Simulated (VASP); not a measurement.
Wanted: the native input for a VASP 6.6.1 run.

* Task: single point
* Functional: PBE
* Dispersion: D3(BJ)
* Potentials or basis: VASP PAW PBE potentials, release 64 (B, N)
* Cutoff: 520 eV
* k mesh: 12 × 12 × 1
* Occupations: gaussian, width 0.02 eV
* Spin: no spin polarisation
* Dipole correction: yes
* Further INCAR settings: ALGO = Normal; EDIFF = 1e-07; NBANDS = 16

The structure of BN lies in POSCAR:

```
BN
1.0
    2.5087620658      0.0000000000      0.0000000000
   -1.2543810329      2.1726516810      0.0000000000
    0.0000000000      0.0000000000     32.6000000000
B N
2 2
Direct
    0.0000000000      0.0000000000      0.4483767514
    0.5000000000      0.0000000000      0.5516232486
    0.6666242848      0.3332485695      0.4483438542
    0.1666242848      0.3332485695      0.5516561458
```

The input as run:

INCAR

```
SYSTEM = BN
  PREC = Accurate
  ENCUT = 520
  EDIFF = 1E-7
  ISMEAR = 0
  SIGMA = 0.02
  LREAL = .False.
  LASPH = .True.
  NELM = 80
  ALGO = Normal
  ISIF = 2
  LWAVE = .False.
  LCHARG = .True.
  LDIPOL = .True.
  IDIPOL = 3
  DIPOL = 0.5 0.5 0.500
  GGA = PE
  IVDW = 12
  LELF = .True.
  LVHAR = .True.
  LVACPOTAV = .True.
  NBANDS = 16
```

KPOINTS

```
Automatic mesh
0
Gamma
  12 12 1
  0 0 0
```

Potentials or basis: VASP PAW PBE potentials, release 64 (B, N).

The run is started by

```bash
$ cat potpaw_PBE.64/B/POTCAR potpaw_PBE.64/N/POTCAR > POTCAR
$ mpirun -np 1 vasp_std > vasp.out
```

Results of the run:

* Largest force: 0.003 eV/Å
* Band gap on the k mesh: 4.18 eV (least direct gap 4.42 eV)
* Dispersion energy per atom: -0.105 eV
* Ionisation potential of the upper face: 5.77 eV

It took 110 s on 1 thread of AMD EPYC 9R45 96-Core Processor (Zen 5), on a shared host, peak memory 0.32 GiB.
